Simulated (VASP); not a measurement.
# Cr (Im-3m) in VASP: further runs, part 2 of 2

VASP 6.6.1. Earlier steps stand in the parts before.

### Step 3. Single point, PBE, collinear spin, ferromagnetic start

Contents of INCAR:

```
ALGO = Normal
EDIFF = 1E-7
ENCUT = 520
GGA = PE
ISIF = 2
ISMEAR = 0
ISPIN = 2
LASPH = T
LCHARG = F
LMAXMIX = 4
LORBIT = 11
LREAL = F
LWAVE = F
MAGMOM = 0.5
NBANDS = 16
NELM = 150
PREC = Accurate
SIGMA = 0.05
```

Contents of KPOINTS:

```
k-points
0
Gamma
  20 20 20
```

Contents of POSCAR:

```
Cr
1.0
   -1.4238017299      1.4238017299      1.4238017299
    1.4238017299     -1.4238017299      1.4238017299
    1.4238017299      1.4238017299     -1.4238017299
Cr
1
Direct
    0.0000000000      0.0000000000      0.0000000000
```

Potentials or basis: VASP PAW PBE potentials, release 64 (Cr_pv).

Run with:

```bash
> cat potpaw_PBE.64/Cr_pv/POTCAR > POTCAR
> mpirun -np 1 vasp_std > vasp.out
```

OUTCAR:

```text
EDIFF = 1E-7
   ENCUT = 520
   GGA = PE
   ISIF = 2
   ISMEAR = 0
   ISPIN = 2
   LASPH = T
   LORBIT = 11
   LREAL = F
   NELM = 150
   PREC = Accurate

 ion  position               nearest neighbor table
   1  0.000  0.000  0.000-

  LATTYP: Found a body centered cubic cell.
 ALAT       =     2.8476034598

  Lattice vectors:

 A1 = (  -1.4238017299,   1.4238017299,   1.4238017299)
 A2 = (   1.4238017299,  -1.4238017299,   1.4238017299)
 A3 = (   1.4238017299,   1.4238017299,  -1.4238017299)

Analysis of symmetry for initial positions (statically):
=====================================================================
 Subroutine PRICEL returns:
 Original cell was already a primitive cell.

 Routine SETGRP: Setting up the symmetry group for a
 body centered cubic supercell.

 Subroutine GETGRP returns: Found 48 space group operations
 (whereof 48 operations were pure point group operations)
 out of a pool of 48 trial point group operations.

The static configuration has the point symmetry O_h .

Analysis of symmetry for dynamics (positions and initial velocities):
=====================================================================
 Subroutine PRICEL returns:
 Original cell was already a primitive cell.

 Routine SETGRP: Setting up the symmetry group for a
 body centered cubic supercell.

 Subroutine GETGRP returns: Found 48 space group operations
 (whereof 48 operations were pure point group operations)
 out of a pool of 48 trial point group operations.

The dynamic configuration has the point symmetry O_h .

Analysis of structural, dynamic, and magnetic symmetry:
=====================================================================
 Subroutine PRICEL returns:
 Original cell was already a primitive cell.

 Routine SETGRP: Setting up the symmetry group for a
 body centered cubic supercell.

 Subroutine GETGRP returns: Found 48 space group operations
 (whereof 48 operations were pure point group operations)
 out of a pool of 48 trial point group operations.

The overall configuration has the point symmetry O_h .

 Subroutine INISYM returns: Found 48 space group operations
[... 126 lines left out ...]
 spin polarized calculation
 Gauss-broadening in eV      SIGMA  =   0.05
  energy-cutoff  :      520.00
  volume of cell :       11.55
 maximum number of plane-waves:       321
   NGX =  9   NGY =  9   NGZ =  9

 number of electron      11.9999994 magnetization       0.0000243

 number of electron      11.9999994 magnetization      -0.0000055

 Free energy of the ion-electron system (eV)
  ---------------------------------------------------
  ext. energy  EPLUGINS =         0.00000000
  ---------------------------------------------------
  free energy    TOTEN  =        -9.51735688 eV

  energy without entropy =       -9.51628643  energy(sigma->0) =       -9.51682165

 E-fermi :  10.9982     XC(G=0): -13.6764

 val. band max:       10.9917992077   @ k =   0.4500   0.1000  -0.0000
 cond. band min:      11.0083114827   @ k =  -0.1500   0.2000   0.1000
 fundamental gap:      0.0165122750
 Fermi energy:        10.9981630284

 spin component 1

 k-point     1 :       0.0000    0.0000    0.0000
  band No.  band energies     occupation
      1     -31.7452      1.00000
      2     -31.7452      1.00000
      3     -31.7452      1.00000
      4       3.1206      1.00000
      5      10.0685      1.00000
      6      10.0685      1.00000
[... 435 lines left out ...]
      5       9.0197      1.00000
      6       9.5403      1.00000
[... 8 lines left out ...]
     15      40.7133      0.00000
     16      41.8520      0.00000

 [... further k-points ...]

 spin component 2

 k-point     1 :       0.0000    0.0000    0.0000
  band No.  band energies     occupation
      1     -31.7452      1.00000
      2     -31.7452      1.00000
      3     -31.7452      1.00000
      4       3.1206      1.00000
      5      10.0685      1.00000
      6      10.0685      1.00000
[... 435 lines left out ...]
      5       9.0197      1.00000
      6       9.5403      1.00000
[... 8 lines left out ...]
     15      40.7133      0.00000
     16      41.8520      0.00000

 [... further k-points ...]
[... 5 lines left out ...]
  --------------------------------------------------------------------------------------
  -------------------------------------------------------------------------------------
  Total       -0.0355423     -0.0355423     -0.0355423      0.0000000     -0.0000000      0.0000000
  in kB       -4.9322838     -4.9322838     -4.9322838      0.0000000     -0.0000000      0.0000000
  external PRESSURE =      -4.9322838 kB  Pullay stress =       0.0000000 kB

 VOLUME and BASIS-vectors are now :
 -----------------------------------------------------------------------------
  energy-cutoff  :      520.00
  volume of cell :       11.55
      direct lattice vectors                 reciprocal lattice vectors
    -1.423801730  1.423801730  1.423801730     0.000000000  0.351172491  0.351172491
     1.423801730 -1.423801730  1.423801730     0.351172491  0.000000000  0.351172491
     1.423801730  1.423801730 -1.423801730     0.351172491  0.351172491  0.000000000

 POSITION                                       TOTAL-FORCE (eV/Angst)
 -----------------------------------------------------------------------------------
      0.00000      0.00000      0.00000         0.000000     -0.000000      0.000000
 -----------------------------------------------------------------------------------
    total drift:                                0.000000     -0.000000      0.000000

  FREE ENERGIE OF THE ION-ELECTRON SYSTEM (eV)
  ---------------------------------------------------
  free  energy   TOTEN  =        -9.5173568782 eV

  energy  without entropy=       -9.5162864281  energy(sigma->0) =       -9.51682165

 total charge

# of ion       s       p       d       tot
------------------------------------------
    1        0.441   6.406   4.213  11.059

 magnetization (x)

# of ion       s       p       d       tot
------------------------------------------
    1       -0.000   0.000  -0.000  -0.000
```

OSZICAR:

```text
N       E                     dE             d eps       ncg     rms          rms(c)
DAV:   1     0.783113397300E+02    0.78311E+02   -0.61277E+03 16744   0.853E+02
DAV:   2    -0.970626832291E+01   -0.88018E+02   -0.83700E+02 17800   0.245E+02
DAV:   3    -0.111425794296E+02   -0.14363E+01   -0.14346E+01 18696   0.346E+01
DAV:   4    -0.111474715194E+02   -0.48921E-02   -0.48920E-02 18856   0.200E+00
DAV:   5    -0.111475065761E+02   -0.35057E-04   -0.35057E-04 18784   0.152E-01    0.132E+01
DAV:   6    -0.954380220127E+01    0.16037E+01   -0.20638E+00 16720   0.265E+01    0.212E+00
DAV:   7    -0.952756976600E+01    0.16232E-01   -0.34490E-02 17288   0.219E+00    0.113E+00
DAV:   8    -0.951706842967E+01    0.10501E-01   -0.24025E-03 19312   0.543E-01    0.690E-01
DAV:   9    -0.951734467909E+01   -0.27625E-03   -0.48672E-04 18176   0.249E-01    0.845E-02
DAV:  10    -0.951736165307E+01   -0.16974E-04   -0.37826E-05 18296   0.615E-02    0.341E-02
DAV:  11    -0.951736046750E+01    0.11856E-05   -0.27441E-06 18616   0.170E-02    0.155E-02
DAV:  12    -0.951735743080E+01    0.30367E-05   -0.60539E-07 17584   0.835E-03    0.335E-03
DAV:  13    -0.951735688342E+01    0.54738E-06   -0.71786E-08 13688   0.280E-03    0.774E-04
DAV:  14    -0.951735687821E+01    0.52050E-08   -0.12112E-08  8432   0.117E-03
   1 F= -.95173569E+01 E0= -.95168217E+01  d E =-.107045E-02  mag=     0.0000
```

stdout:

```text
POSCAR found type information on POSCAR Cr
 POSCAR found :  1 types and       1 ions
 scaLAPACK will be used
 LDA part: xc-table for (Slater+PW92), standard interpolation
 POSCAR, INCAR and KPOINTS ok, starting setup
 FFT: planning ... GRIDC
 FFT: planning ... GRID_SOFT
 FFT: planning ... GRID
 WAVECAR not read
 entering main loop
```

Wall time 54 s (1 thread of AMD EPYC 7R13 (Zen 3), shared host); peak memory 0.15 GiB.

Results:

| Quantity | Value |
| --- | --- |
| Free energy | -9.5174 eV |
| Pressure | -0.5 GPa |
| Band gap on the k mesh | zero (filled and empty bands overlap) |
| Net moment | 0.00 μB per cell |
| Valence electrons inside the program's atomic spheres | Cr 11.06 |

Caveat: an empty level that is flat over the whole mesh can mark a ghost state of the potentials, or a narrow d or f band.

### Step 4. Single point, PBE, collinear spin, ferromagnetic start

This run uses another cell than the first one, of 11.94 Å³/atom.

Contents of INCAR:

```
SYSTEM = Cr
ALGO = Normal
EDIFF = 1E-7
ENCUT = 520
GGA = PE
ISIF = 2
ISMEAR = 0
ISPIN = 2
LASPH = .TRUE.
LCHARG = .TRUE.
LELF = .TRUE.
LMAXMIX = 4
LORBIT = 11
LREAL = .FALSE.
LVHAR = .TRUE.
LWAVE = .FALSE.
MAGMOM = 2
NBANDS = 16
NELM = 150
PREC = Accurate
SIGMA = 0.05
```

Contents of KPOINTS:

```
k-points
0
G
  20 20 20
  0 0 0
```

Contents of POSCAR:

```
Cr
1.0
   -1.4400000000      1.4400000000      1.4400000000
    1.4400000000     -1.4400000000      1.4400000000
    1.4400000000      1.4400000000     -1.4400000000
Cr
1
Direct
    0.0000000000      0.0000000000      0.0000000000
```

Potentials or basis: VASP PAW PBE potentials, release 64 (Cr_pv).

Run with:

```bash
> cat potpaw_PBE.64/Cr_pv/POTCAR > POTCAR
> mpirun -np 1 vasp_std > vasp.out
```

OUTCAR:

```text
SYSTEM = Cr
   EDIFF = 1E-7
   ENCUT = 520
   GGA = PE
   ISIF = 2
   ISMEAR = 0
   ISPIN = 2
   LASPH = .TRUE.
   LORBIT = 11
   LREAL = .FALSE.
   NELM = 150
   PREC = Accurate

 ion  position               nearest neighbor table
   1  0.000  0.000  0.000-

  LATTYP: Found a body centered cubic cell.
 ALAT       =     2.8800000000

  Lattice vectors:

 A1 = (  -1.4400000000,   1.4400000000,   1.4400000000)
 A2 = (   1.4400000000,  -1.4400000000,   1.4400000000)
 A3 = (   1.4400000000,   1.4400000000,  -1.4400000000)

Analysis of symmetry for initial positions (statically):
=====================================================================
 Subroutine PRICEL returns:
 Original cell was already a primitive cell.

 Routine SETGRP: Setting up the symmetry group for a
 body centered cubic supercell.

 Subroutine GETGRP returns: Found 48 space group operations
 (whereof 48 operations were pure point group operations)
 out of a pool of 48 trial point group operations.

The static configuration has the point symmetry O_h .

[... 183 lines left out ...]
 k-point     1 :       0.0000    0.0000    0.0000
  band No.  band energies     occupation
      1     -32.2684      1.00000
      2     -32.2684      1.00000
      3     -32.2684      1.00000
      4       2.7675      1.00000
      5       9.6322      1.00000
      6       9.6322      1.00000
[... 435 lines left out ...]
      5       8.6337      1.00000
      6       9.1123      1.00000
[... 8 lines left out ...]
     15      39.6136      0.00000
     16      40.6563      0.00000

 [... further k-points ...]

 spin component 2

 k-point     1 :       0.0000    0.0000    0.0000
  band No.  band energies     occupation
      1     -32.2683      1.00000
      2     -32.2683      1.00000
      3     -32.2683      1.00000
      4       2.7675      1.00000
      5       9.6322      1.00000
      6       9.6322      1.00000
[... 435 lines left out ...]
      5       8.6337      1.00000
      6       9.1123      1.00000
[... 8 lines left out ...]
     15      39.6136      0.00000
     16      40.6563      0.00000

 [... further k-points ...]
[... 5 lines left out ...]
  --------------------------------------------------------------------------------------
  -------------------------------------------------------------------------------------
  Total       -0.6403188     -0.6403188     -0.6403188      0.0000000      0.0000000     -0.0000000
  in kB      -85.8933215    -85.8933215    -85.8933215      0.0000000      0.0000000     -0.0000000
  external PRESSURE =     -85.8933215 kB  Pullay stress =       0.0000000 kB

 VOLUME and BASIS-vectors are now :
 -----------------------------------------------------------------------------
  energy-cutoff  :      520.00
  volume of cell :       11.94
      direct lattice vectors                 reciprocal lattice vectors
    -1.440000000  1.440000000  1.440000000     0.000000000  0.347222222  0.347222222
     1.440000000 -1.440000000  1.440000000     0.347222222  0.000000000  0.347222222
     1.440000000  1.440000000 -1.440000000     0.347222222  0.347222222  0.000000000

 POSITION                                       TOTAL-FORCE (eV/Angst)
 -----------------------------------------------------------------------------------
      0.00000      0.00000      0.00000        -0.000000      0.000000     -0.000000
 -----------------------------------------------------------------------------------
    total drift:                                0.000000     -0.000000      0.000000

  FREE ENERGIE OF THE ION-ELECTRON SYSTEM (eV)
  ---------------------------------------------------
  free  energy   TOTEN  =        -9.5059573938 eV

  energy  without entropy=       -9.5048337621  energy(sigma->0) =       -9.50539558

 total charge

# of ion       s       p       d       tot
------------------------------------------
    1        0.428   6.384   4.174  10.987

 magnetization (x)

# of ion       s       p       d       tot
------------------------------------------
    1       -0.000   0.000   0.000   0.000
```

OSZICAR:

```text
N       E                     dE             d eps       ncg     rms          rms(c)
DAV:   1     0.816570711258E+02    0.81657E+02   -0.64415E+03 16752   0.895E+02
DAV:   2    -0.899624093567E+01   -0.90653E+02   -0.86165E+02 17832   0.247E+02
DAV:   3    -0.105412687714E+02   -0.15450E+01   -0.15413E+01 18560   0.355E+01
DAV:   4    -0.105468153901E+02   -0.55466E-02   -0.55466E-02 19184   0.211E+00
DAV:   5    -0.105468574282E+02   -0.42038E-04   -0.42037E-04 18600   0.166E-01    0.156E+01
DAV:   6    -0.949389616651E+01    0.10530E+01   -0.22188E+00 16680   0.268E+01    0.333E+00
DAV:   7    -0.951199759935E+01   -0.18101E-01   -0.96463E-02 17256   0.271E+00    0.175E+00
DAV:   8    -0.950892802666E+01    0.30696E-02   -0.34670E-03 18928   0.657E-01    0.919E-01
DAV:   9    -0.950579952672E+01    0.31285E-02   -0.14304E-03 18136   0.431E-01    0.189E-01
DAV:  10    -0.950595775071E+01   -0.15822E-03   -0.21100E-04 17664   0.122E-01    0.448E-02
DAV:  11    -0.950596264461E+01   -0.48939E-05   -0.78067E-06 19448   0.236E-02    0.211E-02
DAV:  12    -0.950595720012E+01    0.54445E-05   -0.12903E-06 16704   0.890E-03    0.325E-03
DAV:  13    -0.950595735192E+01   -0.15180E-06   -0.44848E-07 17176   0.553E-03    0.102E-03
DAV:  14    -0.950595739383E+01   -0.41908E-07   -0.13257E-08  9048   0.100E-03
   1 F= -.95059574E+01 E0= -.95053956E+01  d E =-.112363E-02  mag=    -0.0000
```

stdout:

```text
POSCAR found type information on POSCAR Cr
 POSCAR found :  1 types and       1 ions
 scaLAPACK will be used
 LDA part: xc-table for (Slater+PW92), standard interpolation
 POSCAR, INCAR and KPOINTS ok, starting setup
 FFT: planning ... GRIDC
 FFT: planning ... GRID_SOFT
 FFT: planning ... GRID
 WAVECAR not read
 entering main loop
```

Wall time 68 s (1 thread of AMD EPYC 7R13 (Zen 3), shared host); peak memory 0.16 GiB.

What came out:

```
Free energy                                           : -9.5060 eV
Pressure                                              : -8.6 GPa
Band gap on the k mesh                                : zero (filled and empty bands overlap)
Net moment                                            : 0.00 μB per cell
Valence electrons inside the program's atomic spheres : Cr 10.99
```

Caveat: the cell stands under tension.
